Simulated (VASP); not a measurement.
Os:

```
Os
1.0
     2.77008    0.00000    0.00000
    -1.38504    2.39896    0.00000
     0.00000    0.00000    4.37654
Os
2
Cartesian
  1.3850 0.7997 3.2824
  0.0000 1.5993 1.0941
```

Base run:

* Program: VASP 6.6.1
* Functional: revPBE
* Dispersion: D3(BJ)
* Potentials or basis: VASP PAW PBE potentials, release 64 (Os)
* Cutoff: 520 eV
* k mesh: 11 × 11 × 6
* Occupations: fermi-dirac, width 0.05 eV
* Spin: no spin polarisation

Its results: band gap on the k mesh zero (band 8 reaches 10.89 eV, above the bottom of band 9 at 7.25 eV); pressure -17.7 GPa.

Question: The run is repeated on the same cell with these changes: functional from revPBE to r2SCAN. What comes out?

Answer: Band gap on the k mesh zero (band 8 reaches 10.71 eV, above the bottom of band 9 at 6.90 eV); pressure -17.1 GPa.

Caveats: the PAW data sets were made with another functional, which shifts forces and pressure a little; spin-orbit coupling is left out, which moves the levels of the heavy elements; pairwise dispersion overbinds metals, which lowers pressure and volume.
